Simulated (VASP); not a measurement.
# Rb2O3 (I-43d) in VASP: single point with LDA

Aim: the single point of Rb2O3 with LDA.

All numbers are computed with VASP 6.6.1; they aren't measurements. Logs are shortened: lines on timing, memory, paths and dates and some standing lists are left out, and cuts for length are marked.

### Step 1. The cell of the first run

It takes space group I-43d (No. 220, cubic). Conventional cell: a = 8.897 Å, b = 8.897 Å, c = 8.897 Å, α = 90.00°, β = 90.00°, γ = 90.00°. Within 3.7 Å of Rb (site symmetry 3) lie 9 O at 2.75 to 3.05 Å and 3 Rb at 3.62 Å. O (site symmetry 2) has 1 O at 1.36 Å within 1.8 Å.

### Step 2. Single point, LDA

Input file INCAR:

```
  ALGO = Normal
  EDIFF = 1E-6
  ENCUT = 520
  GGA = CA
  ISIF = 2
  ISMEAR = -1
  LASPH = True
  LCHARG = False
  LREAL = Auto
  LWAVE = False
  NBANDS = 88
  NELM = 100
  PREC = Accurate
  SIGMA = 0.15
```

Input file KPOINTS:

```
k-points
0
Gamma
  6 6 6
```

Input file POSCAR:

```
Rb2O3
1.0
   -4.4486299169      4.4486299169      4.4486299169
    4.4486299169     -4.4486299169      4.4486299169
    4.4486299169      4.4486299169     -4.4486299169
Rb O
8 12
Direct
    0.8918410611      0.8918410611      0.8918410611
    0.1081589389      0.5000000000      0.0000000000
    0.5000000000      0.0000000000      0.6081589389
    0.0000000000      0.1081589389      0.5000000000
    0.6081589389      0.5000000000      0.0000000000
    0.3918410611      0.3918410611      0.3918410611
    0.0000000000      0.6081589389      0.5000000000
    0.5000000000      0.0000000000      0.1081589389
    0.2500000000      0.2016745916      0.9516745916
    0.7983254084      0.2500000000      0.0483254084
    0.7500000000      0.2983254084      0.5483254084
    0.7016745916      0.7500000000      0.4516745916
    0.9516745916      0.2500000000      0.2016745916
    0.0483254084      0.7983254084      0.2500000000
    0.5483254084      0.7500000000      0.2983254084
    0.4516745916      0.7016745916      0.7500000000
    0.7500000000      0.4516745916      0.7016745916
    0.2016745916      0.9516745916      0.2500000000
    0.2500000000      0.0483254084      0.7983254084
    0.2983254084      0.5483254084      0.7500000000
```

Potentials or basis: VASP PAW LDA potentials, release 64 (Rb_sv, O).

Started as:

```
> cat potpaw_LDA.64/Rb_sv/POTCAR potpaw_LDA.64/O/POTCAR > POTCAR
> mpirun -np 1 vasp_std > vasp.out
```

OUTCAR:

```text
EDIFF = 1E-6
   ENCUT = 520
   GGA = CA
   ISIF = 2
   ISMEAR = -1
   LASPH = True
   LREAL = Auto
   NELM = 100
   PREC = Accurate

 ion  position               nearest neighbor table
   1  0.892  0.892  0.892-  13 2.75  18 2.75   9 2.75  17 2.83  16 2.83  12 2.83  14 3.05  10 3.05
                            19 3.05   3 3.62   5 3.62   7 3.62   6 3.85   6 3.85   4 4.09   4 4.09
   2  0.108  0.500  0.000-  10 2.75  14 2.75  17 2.75  15 2.83  20 2.83   9 2.83  18 3.05  13 3.05
                            11 3.05   6 3.62   4 3.62   8 3.62   5 3.85   5 3.85   1 4.09   3 4.09
   3  0.500  0.000  0.608-  11 2.75  15 2.75  18 2.75  16 2.83  19 2.83  10 2.83  17 3.05  12 3.05
                            14 3.05   5 3.62   1 3.62   7 3.62   8 3.85   8 3.85   4 4.09   4 4.09
   4  0.000  0.108  0.500-  14 2.75  19 2.75  12 2.75  13 2.83  20 2.83  11 2.83   9 3.05  18 3.05
                            15 3.05   6 3.62   2 3.62   8 3.62   7 3.85   7 3.85   5 4.09   1 4.09
   5  0.608  0.500  0.000-  15 2.75  20 2.75   9 2.75  17 2.83  14 2.83  10 2.83  12 3.05  16 3.05
                            19 3.05   7 3.62   1 3.62   3 3.62   2 3.85   2 3.85   8 4.09   6 4.09
   6  0.392  0.392  0.392-  16 2.75  17 2.75  12 2.75  13 2.83  18 2.83   9 2.83  15 3.05  11 3.05
                            20 3.05   2 3.62   4 3.62   8 3.62   1 3.85   1 3.85   7 4.09   5 4.09
   7  0.000  0.608  0.500-  11 2.75  13 2.75  20 2.75  19 2.83  14 2.83  12 2.83  16 3.05  17 3.05
                            10 3.05   1 3.62   5 3.62   3 3.62   4 3.85   4 3.85   6 4.09   8 4.09
   8  0.500  0.000  0.108-  10 2.75  16 2.75  19 2.75  18 2.83  15 2.83  11 2.83   9 3.05  13 3.05
                            20 3.05   6 3.62   4 3.62   2 3.62   3 3.85   3 3.85   7 4.09   5 4.09
   9  0.250  0.202  0.952-  19 1.36   5 2.75   1 2.75   6 2.83   2 2.83   8 3.05   4 3.05
  10  0.798  0.250  0.048-  13 1.36   8 2.75   2 2.75   3 2.83   5 2.83   1 3.05   7 3.05
  11  0.750  0.298  0.548-  17 1.36   7 2.75   3 2.75   8 2.83   4 2.83   6 3.05   2 3.05
  12  0.702  0.750  0.452-  15 1.36   6 2.75   4 2.75   7 2.83   1 2.83   5 3.05   3 3.05
  13  0.952  0.250  0.202-  10 1.36   7 2.75   1 2.75   4 2.83   6 2.83   8 3.05   2 3.05
  14  0.048  0.798  0.250-  18 1.36   4 2.75   2 2.75   7 2.83   5 2.83   1 3.05   3 3.05
  15  0.548  0.750  0.298-  12 1.36   5 2.75   3 2.75   8 2.83   2 2.83   6 3.05   4 3.05
  16  0.452  0.702  0.750-  20 1.36   8 2.75   6 2.75   3 2.83   1 2.83   5 3.05   7 3.05
  17  0.750  0.452  0.702-  11 1.36   6 2.75   2 2.75   1 2.83   5 2.83   7 3.05   3 3.05
  18  0.202  0.952  0.250-  14 1.36   3 2.75   1 2.75   8 2.83   6 2.83   4 3.05   2 3.05
  19  0.250  0.048  0.798-   9 1.36   8 2.75   4 2.75   3 2.83   7 2.83   1 3.05   5 3.05
  20  0.298  0.548  0.750-  16 1.36   7 2.75   5 2.75   4 2.83   2 2.83   8 3.05   6 3.05

  LATTYP: Found a body centered cubic cell.
 ALAT       =     8.8972598338

  Lattice vectors:

 A1 = (  -4.4486299169,   4.4486299169,   4.4486299169)
 A2 = (   4.4486299169,  -4.4486299169,   4.4486299169)
 A3 = (   4.4486299169,   4.4486299169,  -4.4486299169)

Analysis of symmetry for initial positions (statically):
=====================================================================
 Subroutine PRICEL returns:
 Original cell was already a primitive cell.

 Routine SETGRP: Setting up the symmetry group for a
 body centered cubic supercell.

 Subroutine GETGRP returns: Found 24 space group operations
 (whereof  3 operations were pure point group operations)
 out of a pool of 48 trial point group operations.

The static configuration has the point symmetry C_3 .
 The point group associated with its full space group is T_d .

Analysis of symmetry for dynamics (positions and initial velocities):
=====================================================================
 Subroutine PRICEL returns:
 Original cell was already a primitive cell.

 Routine SETGRP: Setting up the symmetry group for a
 body centered cubic supercell.

 Subroutine GETGRP returns: Found 24 space group operations
 (whereof  3 operations were pure point group operations)
 out of a pool of 48 trial point group operations.

The dynamic configuration has the point symmetry C_3 .
 The point group associated with its full space group is T_d .

 Subroutine INISYM returns: Found 24 space group operations
 (whereof  3 operations are pure point group operations),
 and found     1 'primitive' translations

----------------------------------------------------------------------------------------

                                     Primitive cell

  volume of cell :     352.1590

  direct lattice vectors                    reciprocal lattice vectors
    -4.448629917  4.448629917  4.448629917     0.000000000  0.112394155  0.112394155
     4.448629917 -4.448629917  4.448629917     0.112394155  0.000000000  0.112394155
[... 55 lines left out ...]
 Grid dimensions read from file:
 generate k-points for:    6    6    6

 Generating k-lattice:

  Cartesian coordinates                     Fractional coordinates (reciprocal lattice)
     0.000000000  0.018732359  0.018732359     0.166666667  0.000000000  0.000000000
     0.018732359  0.000000000  0.018732359     0.000000000  0.166666667  0.000000000
     0.018732359  0.018732359  0.000000000     0.000000000  0.000000000  0.166666667

  Length of vectors
     0.026491556  0.026491556  0.026491556

  Shift w.r.t. Gamma in fractional coordinates (k-lattice)
     0.000000000  0.000000000  0.000000000

 Subroutine IBZKPT returns following result:
 ===========================================

 Found     16 irreducible k-points:

 Following reciprocal coordinates:
            Coordinates               Weight
  0.000000  0.000000  0.000000      1.000000
  0.166667  0.000000  0.000000     12.000000
  0.333333  0.000000  0.000000     12.000000
  0.500000  0.000000  0.000000      6.000000
  0.166667  0.166667  0.000000     24.000000
  0.333333  0.166667  0.000000     48.000000
[... 8 lines left out ...]
  0.500000  0.500000  0.333333     12.000000
  0.500000  0.500000  0.500000      1.000000
   k-points           NKPTS =     16   k-points in BZ     NKDIM =     16   number of bands    NBANDS=     88
   number of dos      NEDOS =    301   number of ions     NIONS =     20
   total plane-waves  NPLWV = 216000
   dimension x,y,z NGX =    60 NGY =   60 NGZ =   60
   dimension x,y,z NGXF=   120 NGYF=  120 NGZF=  120
   ions per type =               8  12
   NGX,Y,Z   is equivalent  to a cutoff of  12.95, 12.95, 12.95 a.u.
   NGXF,Y,Z  is equivalent  to a cutoff of  25.89, 25.89, 25.89 a.u.
 SYSTEM =  unknown system
   PREC   = accura    normal or accurate (medium, high low for compatibility)
   ISTART =      0    job   : 0-new  1-cont  2-samecut
   ICHARG =      2    charge: 1-file 2-atom 10-const
   ISPIN  =      1    spin polarized calculation?
   LNONCOLLINEAR =      F non collinear calculations
   LSORBIT =      F    spin-orbit coupling
   LASPH  =      T    aspherical Exc in radial PAW
   ENCUT  =  520.0 eV  38.22 Ry    6.18 a.u.  14.33 14.33 14.33*2*pi/ulx,y,z
   NELM   =    100;   NELMIN=  2; NELMDL= -5     # of ELM steps
   EDIFF  = 0.1E-05   stopping-criterion for ELM
   LREAL  =      T    real-space projection
   EDIFFG = 0.1E-04   stopping-criterion for IOM
   NSW    =      0    number of steps for IOM
[... 5 lines left out ...]
   TEBEG  =    0.0;   TEEND  =   0.0 temperature during run
   PSTRESS=    0.0 pullay stress
   NELECT =     144.0000    total number of electrons
   NUPDOWN=      -1.0000    fix difference up-down
   EMIN   =  10.00;   EMAX   =-10.00  energy-range for DOS
   EFERMI =   0.00;   METHOD = LEGACY
   ISMEAR =    -1;   SIGMA  =   0.15  broadening in eV -4-tet -1-fermi 0-gaus
   EFERMI_NEDOS =   21; number of points for ismear=-14 and -15
   IALGO  =     38    algorithm
   IMIX   =      4    mixing-type and parameters
     AMIX     =   0.40;   BMIX     =  1.00
     AMIX_MAG =   1.60;   BMIX_MAG =  1.00
  volume/ion in A,a.u.               =      17.61       118.82
  Fermi-wavevector in a.u.,A,eV,Ry     =   1.215111  2.296227 20.088940  1.476495
  Thomas-Fermi vector in A             =   2.350509
   LORBIT       =      0    0 simple, 1 ext, 2 COOP (PROOUT), +10 PAW based schemes
   GGA     = CA    functional components
   LHFCALC =     F    Hartree Fock is set to
   AEXX    =    0.0000 exact exchange contribution
   IVDW    =     0    specifies the selected vdW correction
   LEPSILON=     F    determine dielectric tensor
   LRPA    =     F    only Hartree local field effects (RPA)
 non-spin polarized calculation
  energy-cutoff  :      520.00
  volume of cell :      352.16
 maximum number of plane-waves:      9517
 NGX is ok and might be reduce to    60
   NGX = 29   NGY = 29   NGZ = 29

 number of electron     143.9999957 magnetization

 Free energy of the ion-electron system (eV)
  ---------------------------------------------------
  ext. energy  EPLUGINS =         0.00000000
  ---------------------------------------------------
  free energy    TOTEN  =       -96.73793484 eV

  energy without entropy =      -95.27574478  energy(sigma->0) =      -96.00683981

 E-fermi :   1.1169     XC(G=0):  -9.7369

 val. band max:        1.0352423216   @ k =   0.3333   0.3333   0.0000
 cond. band min:       4.5602079352   @ k =   0.0000   0.0000   0.0000
 fundamental gap:      3.5249656136
 Fermi energy:         1.1169489291

 k-point     1 :       0.0000    0.0000    0.0000
  band No.  band energies     occupation
      1     -24.7857      2.00000
      2     -24.5793      2.00000
      3     -24.5669      2.00000
      4     -24.5669      2.00000
      5     -24.5669      2.00000
      6     -24.5457      2.00000
[... 1381 lines left out ...]
     83       6.7886      0.00000
     84       6.7886      0.00000
 [bands above 84 left out]

------------------------ aborting loop because EDIFF is reached ----------------------------------------

  FORCE on cell =-STRESS in cart. coord.  units (eV):
  Direction    XX          YY          ZZ          XY          YZ          ZX
  --------------------------------------------------------------------------------------
  -------------------------------------------------------------------------------------
  Total        1.5986084      1.5986084      1.5986084     -0.0000000      0.0000000      0.0000000
  in kB        7.2730044      7.2730044      7.2730044     -0.0000000      0.0000000      0.0000000
  external PRESSURE =       7.2730044 kB  Pullay stress =       0.0000000 kB

 VOLUME and BASIS-vectors are now :
 -----------------------------------------------------------------------------
  energy-cutoff  :      520.00
  volume of cell :      352.16
      direct lattice vectors                 reciprocal lattice vectors
    -4.448629917  4.448629917  4.448629917     0.000000000  0.112394155  0.112394155
     4.448629917 -4.448629917  4.448629917     0.112394155  0.000000000  0.112394155
     4.448629917  4.448629917 -4.448629917     0.112394155  0.112394155  0.000000000

 POSITION                                       TOTAL-FORCE (eV/Angst)
 -----------------------------------------------------------------------------------
      3.96747      3.96747      3.96747        -0.007370     -0.007370     -0.007370
      1.74316     -1.74316      2.70547        -0.007370      0.007370      0.007370
      0.48116      4.92979     -0.48116         0.007370      0.007370     -0.007370
      2.70547      1.74316     -1.74316         0.007370     -0.007370      0.007370
     -0.48116      0.48116      4.92979        -0.007370      0.007370      0.007370
      1.74316      1.74316      1.74316        -0.007370     -0.007370     -0.007370
[... 12 lines left out ...]
      2.65428      4.44863     -2.22431        -0.504950     -0.000000      0.000000
      4.44863      2.22431      0.42996         0.000000     -0.000000     -0.504950
 -----------------------------------------------------------------------------------
    total drift:                               -0.000000     -0.000000     -0.000000

  FREE ENERGIE OF THE ION-ELECTRON SYSTEM (eV)
  ---------------------------------------------------
  free  energy   TOTEN  =       -96.7379348446 eV

  energy  without entropy=      -95.2757447780  energy(sigma->0) =      -96.00683981
```

Wall time 14 min (1 thread of Intel Xeon Platinum 8375C at 2.90GHz (Ice Lake), shared host); peak memory 0.55 GiB.

Results:

| Property | Result |
| --- | --- |
| Free energy | -96.7379 eV |
| Pressure | 0.7 GPa |
| Largest force | 0.505 eV/Å |
| Band gap on the k mesh | zero (bands 72 and 73 overlap by 0.09 eV) |

Forces on the atoms (eV/Å):
```
Rb  -0.007 -0.007 -0.007
Rb  -0.007  0.007  0.007
Rb   0.007  0.007 -0.007
Rb   0.007 -0.007  0.007
Rb  -0.007  0.007  0.007
Rb  -0.007 -0.007 -0.007
Rb   0.007 -0.007  0.007
Rb   0.007  0.007 -0.007
O    0.505  0.000  0.000
O    0.000 -0.505  0.000
O   -0.505  0.000  0.000
O    0.000  0.505  0.000
O    0.000  0.505  0.000
O    0.000  0.000 -0.505
O    0.000 -0.505  0.000
O    0.000  0.000  0.505
O    0.505  0.000  0.000
O    0.000  0.000  0.505
O   -0.505  0.000  0.000
O    0.000  0.000 -0.505
```

The gap in the log of VASP goes by the Fermi energy; the results here count the filled bands.